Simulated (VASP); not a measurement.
Here is a VASP 6.6.1 calculation.

The input POSCAR:

```
Al
1.0
    0.0000000000      2.0239800000      2.0543397000
    2.0239800000      0.0000000000      2.0543397000
    2.0239800000      2.0239800000      0.0000000000
Al
1
Direct
    0.0000000000      0.0000000000      0.0000000000
```

INCAR.step1

```
SYSTEM = Al
PREC = Accurate ; ENCUT = 520
ISMEAR = 0 ; SIGMA = 0.2
LREAL = .False. ; LASPH = .True.
NELM = 80 ; NBANDS = 8
GGA = PE ; ALGO = Normal
EDIFF = 1E-4 ; LWAVE = .True.
LCHARG = .False.
```

The input INCAR.step2:

```
SYSTEM = Al
PREC = Accurate ; ENCUT = 520
EDIFF = 1E-6 ; ISMEAR = 0
SIGMA = 0.2 ; LREAL = .False.
LASPH = .True. ; NELM = 80
ALGO = Normal ; ISIF = 2
LWAVE = .False. ; LCHARG = .False.
METAGGA = R2SCAN ; LMIXTAU = .True.
NBANDS = 8 ; ISTART = 1
```

File KPOINTS:

```
Automatic mesh
0
Gamma
  20 20 20
  0 0 0
```

Potentials or basis: VASP PAW PBE potentials, release 64 (Al).

Run with:

```bash
$ cat potpaw_PBE.64/Al/POTCAR > POTCAR
$ cp INCAR.step1 INCAR
$ mpirun -np 1 vasp_std > vasp.out
$ cp INCAR.step2 INCAR
$ mpirun -np 1 vasp_std > vasp.out
```

(1) Estimate the pressure.

(2) Estimate the band gap on the k mesh.

Answers

(1) -4.8 GPa.

(2) zero (an odd number of electrons rules out a gap without spin polarisation).

Caveat: the cell differs from its parent crystal (strain +0.0150 x Voigt [0, 0, 1, 0, 0, 0]); the cell stands under tension; the PAW data sets were made with another functional, which shifts forces and pressure a little.
